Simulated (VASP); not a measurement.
# Mg2Ti3O3: single point with PBE

The system is Mg2Ti3O3.

```
Mg Ti O
1.0
     4.62037    0.00000    0.00000
     0.00000    4.62037    0.00000
     0.00000    0.00000    4.62037
Mg Ti O
2 3 3
Direct
  0.50000 0.50000 0.50000
  0.00000 0.00000 0.00000
  0.50000 0.00000 0.00000
  0.00000 0.50000 0.00000
  0.00000 0.00000 0.50000
  0.00000 0.50000 0.50000
  0.50000 0.00000 0.50000
  0.50000 0.50000 0.00000
```

The cell was built from a structure type or drawn by symmetry, and may not be a known phase.

| Property | Result |
| --- | --- |
| Program | VASP 6.6.1 |
| Task | single point |
| Functional | PBE |
| Potentials or basis | VASP PAW PBE potentials, release 64 (Mg, Ti_sv, O) |
| Cutoff | 520 eV |
| k mesh | 3 × 3 × 3 |
| Occupations | gaussian, width 0.2 eV |
| Spin | collinear spin |
| Starting moments | [0.0, 0.0, 1.0, 1.0, 1.0, 0.0, 0.0, 0.0] μB |

- Pressure: 0.4 GPa
- Band gap on the k mesh: zero (filled and empty bands overlap)
- Net moment: 0.00 μB per cell
- Valence electrons inside the program's atomic spheres: Mg 0.27, 0.80; Ti 10.28; O 4.94

Levels at points of the mesh, in eV from the Fermi level:
Spin up:
```
           k point  band 26  band 27  band 28  band 29  band 30  band 31  band 32  band 33
(0.00, 0.00, 0.00)    -2.13    -2.13    -2.13    -0.13     0.19     0.19     0.19     0.40
```
Spin down:
```csv
k point,band 25,band 26,band 27,band 28,band 29,band 30,band 31,band 32,band 33,band 34
"(0.00, 0.00, 0.00)",-4.81,-2.13,-2.13,-2.13,-0.13,0.19,0.19,0.19,0.40,0.40
```

Wall time 26 s on 1 thread of Intel(R) Xeon(R) 6975P-C (Granite Rapids), on a shared host, peak memory 0.24 GiB.

Caveat: the k points lie up to 0.45 Å⁻¹ apart.
